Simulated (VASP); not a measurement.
Set up this calculation in VASP 6.6.1, as the native input.

* Task: single point
* Functional: PBE
* Potentials or basis: VASP PAW PBE potentials, release 64 (V_sv, H)
* Cutoff: 520 eV
* k mesh: 10 × 10 × 10
* Occupations: gaussian, width 0.1 eV
* Spin: collinear spin, ferromagnetic start
* Starting moments: [3.38, 0.0, 0.0, 0.0, 0.0, 0.0, 0.0] μB
* Dipole correction: no
* Further INCAR settings: ALGO = Normal; EDIFF = 1e-06; NBANDS = 22

The structure of VH6 lies in POSCAR:

```
VH6
1.0
    3.6524915030      0.0000000000      0.0000000000
    0.0000000000      3.6524915030      0.0000000000
    0.0000000000      0.0000000000      3.6524915030
V H
1 6
Direct
    0.0000000000      0.0000000000      0.0000000000
    0.5000000000      0.5000000000      0.1124469041
    0.5000000000      0.5000000000      0.8875530959
    0.1124469041      0.5000000000      0.5000000000
    0.8875530959      0.5000000000      0.5000000000
    0.5000000000      0.1124469041      0.5000000000
    0.5000000000      0.8875530959      0.5000000000
```

These files were run (other wordings do the same):

INCAR

```
SYSTEM = VH6
PREC     = Accurate       ! precision mode
ENCUT    = 520            ! plane-wave cutoff, eV
EDIFF    = 1E-6           ! SCF threshold, eV
ISMEAR   = 0              ! smearing method
SIGMA    = 0.1            ! smearing width, eV
LREAL    = .FALSE.        ! projectors in reciprocal space
LASPH    = .TRUE.         ! aspherical terms in the spheres
NELM     = 150            ! most SCF steps
ALGO     = Normal         ! electronic algorithm
ISIF     = 2              ! what is computed and relaxed
LWAVE    = .FALSE.        ! write WAVECAR
LCHARG   = .FALSE.        ! write CHGCAR
ISPIN    = 2              ! spin polarisation
MAGMOM   = 3.38 0 0 0 0 0 0 ! initial moments
LORBIT   = 11             ! projections on sites
LMAXMIX  = 4              ! l up to which the mixer works
GGA      = PE             ! functional
NBANDS   = 22             ! bands
```

KPOINTS

```
regular mesh
0
G
  10 10 10
  0 0 0
```

Potentials or basis: VASP PAW PBE potentials, release 64 (V_sv, H).

Run with:

```console
$ cat potpaw_PBE.64/V_sv/POTCAR potpaw_PBE.64/H/POTCAR > POTCAR
$ mpirun -np 1 vasp_std > vasp.out
```

It gave:

```json
{"Pressure": "-0.3 GPa", "Largest force": "0.005 eV/Å", "Net moment": "4.19 μB per cell", "Site moments": "V +3.23; H +0.01 μB", "Valence electrons inside the program's atomic spheres": "V 11.39; H 0.58"}
```

Run time: 4.2 min on 1 thread of Intel Xeon 8259CL (shared host), peak memory 0.23 GiB.
